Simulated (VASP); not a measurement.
# Fe (Im-3m) in VASP: a series of runs

The runs below take Fe through vibrations by perturbation theory, single point, with pbe exchange, pbesol correlation, RPBE+U, PBEsol.

All numbers are computed with VASP 6.6.1; they aren't measurements. Logs are shortened: lines on timing, memory, paths and dates and some standing lists are left out, and cuts for length are marked.

## (1) The cell of the first run

It takes space group Im-3m (No. 229, cubic). The conventional cell has a = 2.886 Å, b = 2.886 Å, c = 2.886 Å, α = 90.00°, β = 90.00°, γ = 90.00°. Within 3.3 Å of Fe (site symmetry m-3m) lie 14 Fe at 2.50 to 2.89 Å.

## (2) Vibrations by perturbation theory, pbe exchange, pbesol correlation, collinear spin, ferromagnetic start

The input, INCAR:

```
PREC = Accurate
ENCUT = 600
EDIFF = 1E-8
ISMEAR = -1
SIGMA = 0.15
LREAL = False
LASPH = True
NELM = 200
ALGO = Normal
ISIF = 2
LWAVE = False
LCHARG = True
ISPIN = 2
MAGMOM = 3
LORBIT = 11
LMAXMIX = 4
GGA = LIBXC
LIBXC1 = GGA_X_PBE
LIBXC2 = GGA_C_PBE_SOL
NBANDS = 14
IBRION = 8
NSW = 1
GGA_COMPAT = False
```

The input, KPOINTS:

```
regular mesh
0
Gamma
  14 14 14
```

The input, POSCAR:

```
Fe
1.0
   -1.4430000000      1.4430000000      1.4430000000
    1.4430000000     -1.4430000000      1.4430000000
    1.4430000000      1.4430000000     -1.4430000000
Fe
1
Direct
    0.0000000000      0.0000000000      0.0000000000
```

Potentials or basis: VASP PAW PBE potentials, release 64 (Fe).

Started as:

```console
$ cat potpaw_PBE.64/Fe/POTCAR > POTCAR
$ mpirun -np 1 vasp_std > vasp.out
```

OUTCAR:

```text
PREC = Accurate
   ENCUT = 600
   EDIFF = 1E-8
   ISMEAR = -1
   LREAL = False
   LASPH = True
   NELM = 200
   ISIF = 2
   ISPIN = 2
   LORBIT = 11
   GGA = LIBXC
   IBRION = 8
   NSW = 1

 ion  position               nearest neighbor table
   1  0.000  0.000  0.000-

  LATTYP: Found a body centered cubic cell.
 ALAT       =     2.8860000000

  Lattice vectors:

 A1 = (  -1.4430000000,   1.4430000000,   1.4430000000)
 A2 = (   1.4430000000,  -1.4430000000,   1.4430000000)
 A3 = (   1.4430000000,   1.4430000000,  -1.4430000000)

Analysis of symmetry for initial positions (statically):
=====================================================================
 Subroutine PRICEL returns:
 Original cell was already a primitive cell.

 Routine SETGRP: Setting up the symmetry group for a
 body centered cubic supercell.

 Subroutine GETGRP returns: Found 48 space group operations
 (whereof 48 operations were pure point group operations)
 out of a pool of 48 trial point group operations.

The static configuration has the point symmetry O_h .

Analysis of symmetry for dynamics (positions and initial velocities):
=====================================================================
 Subroutine PRICEL returns:
 Original cell was already a primitive cell.

 Routine SETGRP: Setting up the symmetry group for a
 body centered cubic supercell.

 Subroutine GETGRP returns: Found 48 space group operations
 (whereof 48 operations were pure point group operations)
 out of a pool of 48 trial point group operations.

The dynamic configuration has the point symmetry O_h .

Analysis of structural, dynamic, and magnetic symmetry:
=====================================================================
 Subroutine PRICEL returns:
 Original cell was already a primitive cell.

 Routine SETGRP: Setting up the symmetry group for a
 body centered cubic supercell.

 Subroutine GETGRP returns: Found 48 space group operations
 (whereof 48 operations were pure point group operations)
 out of a pool of 48 trial point group operations.

The overall configuration has the point symmetry O_h .

 Subroutine INISYM returns: Found 48 space group operations
 (whereof 48 operations are pure point group operations),
 and found     1 'primitive' translations

----------------------------------------------------------------------------------------

                                     Primitive cell

  volume of cell :      12.0187

  direct lattice vectors                    reciprocal lattice vectors
    -1.443000000  1.443000000  1.443000000     0.000000000  0.346500347  0.346500347
     1.443000000 -1.443000000  1.443000000     0.346500347  0.000000000  0.346500347
     1.443000000  1.443000000 -1.443000000     0.346500347  0.346500347  0.000000000

  length of vectors
     2.499349315  2.499349315  2.499349315     0.490025489  0.490025489  0.490025489

  position of ions in fractional coordinates (direct lattice)
     0.000000000  0.000000000  0.000000000

  ion indices of the primitive-cell ions
   primitive index   ion index
                 1           1

----------------------------------------------------------------------------------------

 KPOINTS: regular mesh

Automatic generation of k-mesh.
 Grid dimensions read from file:
 generate k-points for:   14   14   14

 Generating k-lattice:

  Cartesian coordinates                     Fractional coordinates (reciprocal lattice)
     0.000000000  0.024750025  0.024750025     0.071428571  0.000000000  0.000000000
     0.024750025  0.000000000  0.024750025     0.000000000  0.071428571  0.000000000
     0.024750025  0.024750025  0.000000000     0.000000000  0.000000000  0.071428571

  Length of vectors
     0.035001821  0.035001821  0.035001821

  Shift w.r.t. Gamma in fractional coordinates (k-lattice)
     0.000000000  0.000000000  0.000000000
[... 104 lines left out ...]
 fundamental gap:      0.0121429274
 Fermi energy:         5.2435329013

 spin component 1

 k-point     1 :       0.0000    0.0000    0.0000
  band No.  band energies     occupation
      1      -2.8404      1.00000
      2       3.0112      1.00000
      3       3.0112      1.00000
      4       3.0112      1.00000
      5       4.1327      0.99939
      6       4.1327      0.99939
      7      29.7928      0.00000
      8      29.7928      0.00000
      9      29.7928      0.00000
     10      34.5274      0.00000
     11      34.5274      0.00000
     12      36.4425      0.00000
     13      36.4425      0.00000
     14      36.4425      0.00000
[... 379 lines left out ...]
      3       2.5113      1.00000
      4       4.3120      0.99800
      5       4.4941      0.99328
      6      10.6811      0.00000
      7      12.3947      0.00000
      8      14.6568      0.00000
      9      23.6077      0.00000
     10      32.1422      0.00000
     11      33.6668      0.00000
     12      40.0076      0.00000
     13      43.4376      0.00000
     14      47.3396      0.00000

 [... further k-points ...]

 spin component 2

 k-point     1 :       0.0000    0.0000    0.0000
  band No.  band energies     occupation
      1      -2.6773      1.00000
      2       4.9891      0.84502
      3       4.9893      0.84491
      4       4.9893      0.84490
      5       6.9070      0.00002
      6       6.9072      0.00002
      7      29.5226      0.00000
      8      29.5226      0.00000
      9      29.5226      0.00000
     10      34.7076      0.00000
     11      34.7076      0.00000
     12      37.1121      0.00000
     13      37.1121      0.00000
     14      37.1121      0.00000
[... 379 lines left out ...]
      3       4.0167      0.99972
      4       6.8502      0.00002
      5       7.0385      0.00001
      6      11.7986      0.00000
      7      13.4873      0.00000
      8      15.5087      0.00000
      9      24.1309      0.00000
     10      32.2919      0.00000
     11      33.7813      0.00000
     12      40.8477      0.00000
     13      43.9006      0.00000
     14      47.7652      0.00000

 [... further k-points ...]

------------------------ aborting loop because EDIFF is reached ----------------------------------------

  FORCE on cell =-STRESS in cart. coord.  units (eV):
  Direction    XX          YY          ZZ          XY          YZ          ZX
  --------------------------------------------------------------------------------------
  -------------------------------------------------------------------------------------
  Total       -0.5833916     -0.5833916     -0.5833916      0.0000000      0.0000000      0.0000000
  in kB      -77.7699381    -77.7699381    -77.7699381      0.0000000      0.0000000      0.0000000
  external PRESSURE =     -77.7699381 kB  Pullay stress =       0.0000000 kB

 VOLUME and BASIS-vectors are now :
 -----------------------------------------------------------------------------
  energy-cutoff  :      600.00
  volume of cell :       12.02
      direct lattice vectors                 reciprocal lattice vectors
    -1.443000000  1.443000000  1.443000000     0.000000000  0.346500347  0.346500347
     1.443000000 -1.443000000  1.443000000     0.346500347  0.000000000  0.346500347
     1.443000000  1.443000000 -1.443000000     0.346500347  0.346500347  0.000000000

 POSITION                                       TOTAL-FORCE (eV/Angst)
 -----------------------------------------------------------------------------------
      0.00000      0.00000      0.00000        -0.000000      0.000000     -0.000000
 -----------------------------------------------------------------------------------
    total drift:                                0.000000      0.000000      0.000000

  FREE ENERGIE OF THE ION-ELECTRON SYSTEM (eV)
  ---------------------------------------------------
  free  energy   TOTEN  =        -8.0920971397 eV

  energy  without entropy=       -8.0167498893  energy(sigma->0) =       -8.05442351

[... ionic steps 2 to 3 ...]

--------------------------------------- Ionic step        4  -------------------------------------------

 Free energy of the ion-electron system (eV)
  ---------------------------------------------------
  ---------------------------------------------------
  free energy    TOTEN  =        -0.15314005 eV

  energy without entropy =       -0.15314006

------------------------ aborting loop because EDIFF is reached ----------------------------------------

 INTERNAL STRAIN TENSOR  FOR ION    1  DIRECTION 1   (eV/Angst):
 -----------------------------------------------------------------------------
     0.00749  0.00000  0.00000
     0.00000  0.00073  0.00000
     0.00000  0.00000  0.00073

 INTERNAL STRAIN TENSOR FOR ION    1 for displacements in x,y,z  (eV/Angst):
          X           Y           Z          XY          YZ          ZX
  --------------------------------------------------------------------------------
  x     0.00000     0.00000     0.00000     0.00000     0.00000     0.00000
  y     0.00000     0.00000     0.00000     0.00000     0.00000     0.00000
  z     0.00000     0.00000     0.00000     0.00000     0.00000     0.00000

 SECOND DERIVATIVES (NOT SYMMETRIZED)
 ------------------------------------
               1X          1Y          1Z
  1X     0.024950    0.000000    0.000000
  1Y     0.000000    0.024950    0.000000
  1Z     0.000000    0.000000    0.024950

 Eigenvectors and eigenvalues of the dynamical matrix
 ----------------------------------------------------

   1 f/i=    0.330434 THz     2.076179 2PiTHz   11.022099 cm-1     1.366565 meV
             X         Y         Z           dx          dy          dz
      0.000000  0.000000  0.000000     1.000000    0.000000    0.000000

   2 f/i=    0.330434 THz     2.076179 2PiTHz   11.022099 cm-1     1.366565 meV
             X         Y         Z           dx          dy          dz
      0.000000  0.000000  0.000000     0.000000    1.000000    0.000000

   3 f/i=    0.330434 THz     2.076179 2PiTHz   11.022099 cm-1     1.366565 meV
             X         Y         Z           dx          dy          dz
      0.000000  0.000000  0.000000     0.000000    0.000000    1.000000

--------------------------------------------------------------------------------------------------------

 ELASTIC MODULI CONTR FROM IONIC RELAXATION (kBar)
 Direction    XX          YY          ZZ          XY          YZ          ZX
 --------------------------------------------------------------------------------
 XX           0.0000      0.0000      0.0000      0.0000      0.0000      0.0000
 YY           0.0000      0.0000      0.0000      0.0000      0.0000      0.0000
 ZZ           0.0000      0.0000      0.0000      0.0000      0.0000      0.0000
 XY           0.0000      0.0000      0.0000      0.0000      0.0000      0.0000
 YZ           0.0000      0.0000      0.0000      0.0000      0.0000      0.0000
 ZX           0.0000      0.0000      0.0000      0.0000      0.0000      0.0000
 --------------------------------------------------------------------------------

 total charge

# of ion       s       p       d       tot
------------------------------------------
    1        0.465   0.486   6.222   7.173

 magnetization (x)

# of ion       s       p       d       tot
------------------------------------------
    1       -0.014  -0.051   2.350   2.285
```

It took 79 s on 1 thread of Intel Xeon 6975P-C (Granite Rapids), shared host; peak memory 0.29 GiB.

What came out:

```yaml
Net_moment: 2.28 μB per cell
Site_moments: Fe +2.29 μB
Valence_electrons_inside_the_program's_atomic_spheres: Fe 7.17
```

Caveat: the cell stands under pressure or tension, which shifts response properties; some modes are imaginary; the PAW data sets were made with another functional, which shifts forces and pressure a little.

[end of part 1 of 2]
